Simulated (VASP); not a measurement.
Te: single point with BLYP

Te:

```xyz
2
Lattice="4.3058 0.0000 0.0000 -2.1529 3.7289 0.0000 0.0000 0.0000 4.4186" Properties=species:S:1:pos:R:3 pbc="T T T"
Te    0.0000    2.4860    1.1046
Te    2.1529    1.2430    3.3139
```

| Item | Value |
| --- | --- |
| Program | VASP 6.6.1 |
| Task | single point |
| Functional | BLYP |
| Potentials or basis | VASP PAW PBE potentials, release 64 (Te) |
| Cutoff | 520 eV |
| k mesh | 11 × 11 × 6 |
| Occupations | fermi-dirac, width 0.1 eV |
| Spin | no spin polarisation |

```
Pressure               : 0.1 GPa
Band gap on the k mesh : zero (band 6 reaches 6.35 eV, above the bottom of band 7 at 4.81 eV)
```

Levels at points of the mesh, in eV from the Fermi level:
```csv
k point,band 4,band 5,band 6,band 7,band 8,band 9
"(0.00, 0.00, 0.00)",-1.90,-1.90,0.65,0.65,2.61,3.79
"(0.00, 0.00, 0.50)",-0.95,-0.59,-0.59,-0.59,-0.59,6.55
```

Run time: 36 s on 1 thread of Intel(R) Xeon(R) Platinum 8259CL CPU @ 2.50GHz (Skylake/Cascade Lake), with other jobs on the host, peak memory 0.2 GiB.

Caveat: the PAW data sets were made with another functional, which shifts forces and pressure a little; spin-orbit coupling is left out, which moves the levels of the heavy elements.
